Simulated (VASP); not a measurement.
# Mg3CdS4 (P4/mmm) in VASP: relaxation of cell and atoms with PBE

Aim: the relaxation of cell and atoms of Mg3CdS4 with PBE.

Everything below comes from runs of VASP 6.6.1. Logs are shortened: lines on timing, memory, paths and dates and some standing lists are left out, and cuts for length are marked.

### Step 1. The cell of the first run

The structure is tetragonal, space group P4/mmm (No. 123). Conventional cell: a = 3.762 Å, b = 3.762 Å, c = 10.597 Å, α = 90.00°, β = 90.00°, γ = 90.00°. Within 3.4 Å of Mg (site symmetry 4mm) lie 6 S at 2.61 to 2.69 Å. Mg (site symmetry 4/mmm) has 6 S at 2.58 to 2.66 Å within 3.4 Å. Cd (site symmetry 4/mmm) has 6 S at 2.66 to 2.72 Å within 3.5 Å. S (site symmetry 4/mmm) has 4 Cd at 2.66 Å and 2 Mg at 2.69 Å within 3.5 Å. S (site symmetry 4mm) has 5 Mg at 2.58 to 2.66 Å and 1 Cd at 2.72 Å within 3.4 Å. Within 3.4 Å of S (site symmetry 4/mmm) lie 6 Mg at 2.61 to 2.66 Å.

### Step 2. Relaxation of cell and atoms, PBE

INCAR reads:

```
PREC = Accurate ; ENCUT = 600
EDIFF = 1E-6 ; ISMEAR = 0
SIGMA = 0.02 ; LREAL = F
LASPH = T ; NELM = 60
ALGO = Normal ; ISIF = 3
LWAVE = F ; LCHARG = F
GGA = PE ; IBRION = 2
NSW = 100 ; EDIFFG = -0.01
```

KPOINTS reads:

```
regular mesh
0
Gamma
  8 8 4
```

POSCAR reads:

```
Mg3CdS4
1.0
    3.7622592072      0.0000000000      0.0000000000
    0.0000000000      3.7622592072      0.0000000000
    0.0000000000      0.0000000000     10.5972299472
Mg Cd S
3 1 4
Direct
    0.0000000000      0.0000000000      0.7460335068
    0.0000000000      0.0000000000      0.2539664932
    0.5000000000      0.5000000000      0.5000000000
    0.5000000000      0.5000000000      0.0000000000
    0.0000000000      0.0000000000      0.0000000000
    0.5000000000      0.5000000000      0.2569778227
    0.0000000000      0.0000000000      0.5000000000
    0.5000000000      0.5000000000      0.7430221773
```

Potentials or basis: VASP PAW PBE potentials, release 64 (Mg, Cd, S).

On the command line:

```bash
> cat potpaw_PBE.64/Mg/POTCAR potpaw_PBE.64/Cd/POTCAR potpaw_PBE.64/S/POTCAR > POTCAR
> mpirun -np 1 vasp_std > vasp.out
```

OUTCAR:

```text
PREC = Accurate
   ENCUT = 600
   EDIFF = 1E-6
   ISMEAR = 0
   LREAL = F
   LASPH = T
   NELM = 60
   ISIF = 3
   GGA = PE
   IBRION = 2
   NSW = 100
   EDIFFG = -0.01

 ion  position               nearest neighbor table
   1  0.000  0.000  0.746-   7 2.61   8 2.66   8 2.66   8 2.66   8 2.66   5 2.69
   2  0.000  0.000  0.254-   7 2.61   6 2.66   6 2.66   6 2.66   6 2.66   5 2.69
   3  0.500  0.500  0.500-   6 2.58   8 2.58   7 2.66   7 2.66   7 2.66   7 2.66
   4  0.500  0.500  0.000-   5 2.66   5 2.66   5 2.66   5 2.66   8 2.72   6 2.72
   5  0.000  0.000  0.000-   4 2.66   4 2.66   4 2.66   4 2.66   1 2.69   2 2.69
   6  0.500  0.500  0.257-   3 2.58   2 2.66   2 2.66   2 2.66   2 2.66   4 2.72
   7  0.000  0.000  0.500-   1 2.61   2 2.61   3 2.66   3 2.66   3 2.66   3 2.66
   8  0.500  0.500  0.743-   3 2.58   1 2.66   1 2.66   1 2.66   1 2.66   4 2.72

  LATTYP: Found a simple tetragonal cell.
 ALAT       =     3.7622592072
 C/A-ratio  =     2.8167197855

  Lattice vectors:

 A1 = (   3.7622592072,   0.0000000000,   0.0000000000)
 A2 = (   0.0000000000,   3.7622592072,   0.0000000000)
 A3 = (   0.0000000000,   0.0000000000,  10.5972299472)

Analysis of symmetry for initial positions (statically):
=====================================================================
 Subroutine PRICEL returns:
 Original cell was already a primitive cell.

 Routine SETGRP: Setting up the symmetry group for a
 simple tetragonal supercell.

 Subroutine GETGRP returns: Found 16 space group operations
 (whereof 16 operations were pure point group operations)
 out of a pool of 16 trial point group operations.

The static configuration has the point symmetry D_4h.

Analysis of symmetry for dynamics (positions and initial velocities):
=====================================================================
 Subroutine PRICEL returns:
 Original cell was already a primitive cell.

 Routine SETGRP: Setting up the symmetry group for a
 simple tetragonal supercell.

 Subroutine GETGRP returns: Found 16 space group operations
 (whereof 16 operations were pure point group operations)
 out of a pool of 16 trial point group operations.

The dynamic configuration has the point symmetry D_4h.

 Subroutine INISYM returns: Found 16 space group operations
 (whereof 16 operations are pure point group operations),
 and found     1 'primitive' translations

----------------------------------------------------------------------------------------

                                     Primitive cell

  volume of cell :     149.9995

  direct lattice vectors                    reciprocal lattice vectors
     3.762259207  0.000000000  0.000000000     0.265797741  0.000000000  0.000000000
     0.000000000  3.762259207  0.000000000     0.000000000  0.265797741  0.000000000
     0.000000000  0.000000000 10.597229947     0.000000000  0.000000000  0.094364282

  length of vectors
     3.762259207  3.762259207 10.597229947     0.265797741  0.265797741  0.094364282

  position of ions in fractional coordinates (direct lattice)
     0.000000000  0.000000000  0.746033507
     0.000000000  0.000000000  0.253966493
     0.500000000  0.500000000  0.500000000
     0.500000000  0.500000000  0.000000000
     0.000000000  0.000000000  0.000000000
     0.500000000  0.500000000  0.256977823
     0.000000000  0.000000000  0.500000000
     0.500000000  0.500000000  0.743022177

  ion indices of the primitive-cell ions
   primitive index   ion index
                 1           1
                 2           2
                 3           3
                 4           4
                 5           5
                 6           6
                 7           7
                 8           8

----------------------------------------------------------------------------------------

 KPOINTS: regular mesh

Automatic generation of k-mesh.
 Grid dimensions read from file:
 generate k-points for:    8    8    4

 Generating k-lattice:

  Cartesian coordinates                     Fractional coordinates (reciprocal lattice)
     0.033224718  0.000000000  0.000000000     0.125000000  0.000000000  0.000000000
     0.000000000  0.033224718  0.000000000     0.000000000  0.125000000  0.000000000
     0.000000000  0.000000000  0.023591071     0.000000000  0.000000000  0.250000000

  Length of vectors
     0.033224718  0.033224718  0.023591071

  Shift w.r.t. Gamma in fractional coordinates (k-lattice)
     0.000000000  0.000000000  0.000000000

 Subroutine IBZKPT returns following result:
 ===========================================

 Found     45 irreducible k-points:

 Following reciprocal coordinates:
            Coordinates               Weight
  0.000000  0.000000  0.000000      1.000000
  0.125000  0.000000  0.000000      4.000000
  0.250000  0.000000  0.000000      4.000000
  0.375000  0.000000  0.000000      4.000000
  0.500000  0.000000  0.000000      2.000000
  0.125000  0.125000  0.000000      4.000000
[... 16 lines left out ...]
  0.375000  0.125000  0.250000     16.000000
  0.500000  0.125000  0.250000      8.000000
 [... further k-points ...]
   k-points           NKPTS =     45   k-points in BZ     NKDIM =     45   number of bands    NBANDS=     26
   number of dos      NEDOS =    301   number of ions     NIONS =      8
   total plane-waves  NPLWV =  81000
   dimension x,y,z NGX =    30 NGY =   30 NGZ =   90
   dimension x,y,z NGXF=    60 NGYF=   60 NGZF=  180
   ions per type =               3   1   4
   NGX,Y,Z   is equivalent  to a cutoff of  13.26, 13.26, 14.12 a.u.
   NGXF,Y,Z  is equivalent  to a cutoff of  26.51, 26.51, 28.24 a.u.
 SYSTEM =  unknown system
   PREC   = accura    normal or accurate (medium, high low for compatibility)
   ISTART =      0    job   : 0-new  1-cont  2-samecut
   ICHARG =      2    charge: 1-file 2-atom 10-const
   ISPIN  =      1    spin polarized calculation?
   LNONCOLLINEAR =      F non collinear calculations
   LSORBIT =      F    spin-orbit coupling
   LASPH  =      T    aspherical Exc in radial PAW
   ENCUT  =  600.0 eV  44.10 Ry    6.64 a.u.   7.51  7.51 21.17*2*pi/ulx,y,z
   NELM   =     60;   NELMIN=  2; NELMDL= -5     # of ELM steps
   EDIFF  = 0.1E-05   stopping-criterion for ELM
   LREAL  =      F    real-space projection
   EDIFFG = -.1E-01   stopping-criterion for IOM
   NSW    =    100    number of steps for IOM
   IBRION =      2    ionic relax: 0-MD 1-quasi-New 2-CG
   NFREE  =      1    steps in history (QN), initial steepest desc. (CG)
   ISIF   =      3    stress and relaxation
   ISYM   =      2    0-nonsym 1-usesym 2-fastsym
   POTIM  = 0.5000    time-step for ionic-motion
   TEBEG  =    0.0;   TEEND  =   0.0 temperature during run
   PSTRESS=    0.0 pullay stress
   NELECT =      42.0000    total number of electrons
   NUPDOWN=      -1.0000    fix difference up-down
   EMIN   =  10.00;   EMAX   =-10.00  energy-range for DOS
   EFERMI =   0.00;   METHOD = LEGACY
   ISMEAR =     0;   SIGMA  =   0.02  broadening in eV -4-tet -1-fermi 0-gaus
   EFERMI_NEDOS =   21; number of points for ismear=-14 and -15
   IALGO  =     38    algorithm
   IMIX   =      4    mixing-type and parameters
     AMIX     =   0.40;   BMIX     =  1.00
     AMIX_MAG =   1.60;   BMIX_MAG =  1.00
  volume/ion in A,a.u.               =      18.75       126.53
  Fermi-wavevector in a.u.,A,eV,Ry     =   1.071013  2.023921 15.606814  1.147068
  Thomas-Fermi vector in A             =   2.206740
   LORBIT       =      0    0 simple, 1 ext, 2 COOP (PROOUT), +10 PAW based schemes
   GGA     = PE    functional components
   LHFCALC =     F    Hartree Fock is set to
   AEXX    =    0.0000 exact exchange contribution
   IVDW    =     0    specifies the selected vdW correction
   LEPSILON=     F    determine dielectric tensor
   LRPA    =     F    only Hartree local field effects (RPA)
 conjugate gradient relaxation of ions
 non-spin polarized calculation
 Gauss-broadening in eV      SIGMA  =   0.02
  energy-cutoff  :      600.00
  volume of cell :      150.00
 maximum number of plane-waves:      5040
   NGX = 15   NGY = 15   NGZ = 43

--------------------------------------- Ionic step        1  -------------------------------------------

 number of electron      42.0000006 magnetization

 Free energy of the ion-electron system (eV)
  ---------------------------------------------------
  ext. energy  EPLUGINS =         0.00000000
  ---------------------------------------------------
  free energy    TOTEN  =       -31.22846594 eV

  energy without entropy =      -31.22846594  energy(sigma->0) =      -31.22846594

------------------------ aborting loop because EDIFF is reached ----------------------------------------

  FORCE on cell =-STRESS in cart. coord.  units (eV):
  Direction    XX          YY          ZZ          XY          YZ          ZX
  --------------------------------------------------------------------------------------
  -------------------------------------------------------------------------------------
  Total       -0.3467308     -0.3467308      0.0952129      0.0000000      0.0000000      0.0000000
  in kB       -3.7035074     -3.7035074      1.0169901      0.0000000      0.0000000      0.0000000
  external PRESSURE =      -2.1300082 kB  Pullay stress =       0.0000000 kB
[... 107 lines left out ...]
  FREE ENERGIE OF THE ION-ELECTRON SYSTEM (eV)
  ---------------------------------------------------
  free  energy   TOTEN  =       -31.2294187433 eV

  energy  without entropy=      -31.2294187433  energy(sigma->0) =      -31.22941874

[... ionic steps 4 to 8 ...]

--------------------------------------- Ionic step        9  -------------------------------------------

 number of electron      42.0000008 magnetization

------------------------ aborting loop because EDIFF is reached ----------------------------------------
[... 79 lines left out ...]
--------------------------------------- Ionic step       11  -------------------------------------------

 number of electron      42.0000008 magnetization

 Free energy of the ion-electron system (eV)
  ---------------------------------------------------
  ext. energy  EPLUGINS =         0.00000000
  ---------------------------------------------------
  free energy    TOTEN  =       -31.22976641 eV

  energy without entropy =      -31.22976641  energy(sigma->0) =      -31.22976641

 E-fermi :   3.7988     XC(G=0):  -9.7965

 val. band max:        3.6895290174   @ k =   0.5000   0.0000   0.0000
 cond. band min:       4.7278569019   @ k =   0.5000   0.5000   0.0000
 fundamental gap:      1.0383278845
 Fermi energy:         3.7987654072

 k-point     1 :       0.0000    0.0000    0.0000
  band No.  band energies     occupation
      1      -9.2975      2.00000
      2      -8.7426      2.00000
      3      -8.5111      2.00000
      4      -7.8055      2.00000
      5      -4.2064      2.00000
      6      -4.0322      2.00000
[... 685 lines left out ...]
     25       8.7293      0.00000
     26       9.3016      0.00000

 [... further k-points ...]

------------------------ aborting loop because EDIFF is reached ----------------------------------------

  FORCE on cell =-STRESS in cart. coord.  units (eV):
  Direction    XX          YY          ZZ          XY          YZ          ZX
  --------------------------------------------------------------------------------------
  -------------------------------------------------------------------------------------
  Total       -0.0086759     -0.0086759      0.0087583      0.0000000      0.0000000     -0.0000000
  in kB       -0.0929252     -0.0929252      0.0938077      0.0000000      0.0000000     -0.0000000
  external PRESSURE =      -0.0306809 kB  Pullay stress =       0.0000000 kB
[... 23 lines left out ...]
  FREE ENERGIE OF THE ION-ELECTRON SYSTEM (eV)
  ---------------------------------------------------
  free  energy   TOTEN  =       -31.2297664075 eV

  energy  without entropy=      -31.2297664075  energy(sigma->0) =      -31.22976641

 reached required accuracy - stopping structural energy minimisation
```

It took 7.8 min on 1 thread of Intel Xeon 6975P-C (Granite Rapids), shared host; peak memory 0.43 GiB.

Results:

| Property | Result |
| --- | --- |
| Free energy | -31.2298 eV |
| Relaxed volume | 18.70 Å³/atom |
| Relaxed cell | a = 3.752 Å, b = 3.752 Å, c = 10.626 Å, α = 90.00°, β = 90.00°, γ = 90.00° |
| Space group after relaxing (to 0.1 Å) | P4/mmm (No. 123) |
| Energy gained by relaxing | 0.2 meV/atom |
| Ionic steps | 11 |
| Pressure after relaxing | 0.0 GPa |
| Band gap on the k mesh | 1.04 eV (least direct gap 1.84 eV) |

Forces on the atoms (eV/Å):
```
Mg   0.000  0.000 -0.002
Mg   0.000  0.000  0.002
Mg   0.000  0.000  0.000
Cd   0.000  0.000  0.000
S    0.000  0.000  0.000
S    0.000  0.000  0.002
S    0.000  0.000  0.000
S    0.000  0.000 -0.002
```

Step by step:
| step | energy change (eV) | largest force (eV/Å) | pressure (GPa) | volume (Å³) |
| --- | --- | --- | --- | --- |
| 1 | 0.0000 | 0.0254 | -0.21 | 150.00 |
| 2 | -0.0009 | 0.0204 | 0.05 | 149.46 |
| 3 | -0.0010 | 0.0195 | 0.11 | 149.35 |
| 4 | -0.0012 | 0.0168 | 0.03 | 149.51 |
| 5 | -0.0012 | 0.0151 | -0.01 | 149.61 |
| 6 | -0.0012 | 0.0153 | -0.01 | 149.59 |
| 7 | -0.0012 | 0.0155 | 0.00 | 149.58 |
| 8 | -0.0012 | 0.0161 | 0.01 | 149.54 |
| 9 | -0.0012 | 0.0157 | 0.00 | 149.57 |
| 10 | -0.0013 | 0.0122 | 0.00 | 149.58 |
| 11 | -0.0013 | 0.0021 | 0.00 | 149.59 |

Final structure:
```
Mg Cd S
1.0
     3.75206    0.00000    0.00000
     0.00000    3.75206    0.00000
     0.00000    0.00000   10.62559
Mg Cd S
3 1 4
Direct
  0.00000 0.00000 0.74540
  0.00000 0.00000 0.25460
  0.50000 0.50000 0.50000
  0.50000 0.50000 0.00000
  0.00000 0.00000 0.00000
  0.50000 0.50000 0.25715
  0.00000 0.00000 0.50000
  0.50000 0.50000 0.74285
```
